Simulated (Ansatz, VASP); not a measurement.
## LiNbO3: VASP beside Ansatz

```
Li Nb O
1.0
     2.56890    1.48316    4.49957
    -2.56890    1.48316    4.49957
     0.00000   -2.96631    4.49957
Li Nb O
2 2 6
Cartesian
  0.0000 0.0000 10.1240
  0.0000 0.0000 3.3747
  0.0000 0.0000 6.7494
  0.0000 0.0000 0.0000
  -0.6601 1.4832 7.8742
  -0.9544 -1.3132 7.8742
  1.6145 -0.1699 7.8742
  0.9544 1.3132 5.6245
  0.6601 -1.4832 5.6245
  -1.6145 0.1699 5.6245
```

Alike in both runs: task electric field gradients; functional r2SCAN; k mesh 7 × 7 × 7; occupations fermi-dirac, width 0.02 eV; no spin polarisation.

```csv
,VASP,Ansatz
version,VASP 6.6.1,Ansatz 0.2.0
potentials or method,"VASP PAW PBE potentials, release 64 (Li_sv, Nb_sv, O)","plane-wave PAW, scalar-relativistic"
plane-wave cutoff (eV),520,500
valence electrons in the cell,68,68
```

Ansatz gave:

```
gap on the k mesh at the Fermi level (eV)            : 3.07
rms of the force components (eV/Å)                   : 0.041
size of Vzz on the site where it differs most (V/Å²) : 10.0
```

Task: Which values does VASP return?

Result: gap on the k mesh at the Fermi level (eV): 3.06; rms of the force components (eV/Å): 0.049; size of Vzz on the site where it differs most (V/Å²): 7.8.

VASP's potentials were made for PBE, not for r2SCAN. Atom by atom the forces differ by 0.008 eV/Å (rms over components).

Noted on VASP's run: the cutoff is under 1.25 times that of the potentials, so the pressure is a little rough.
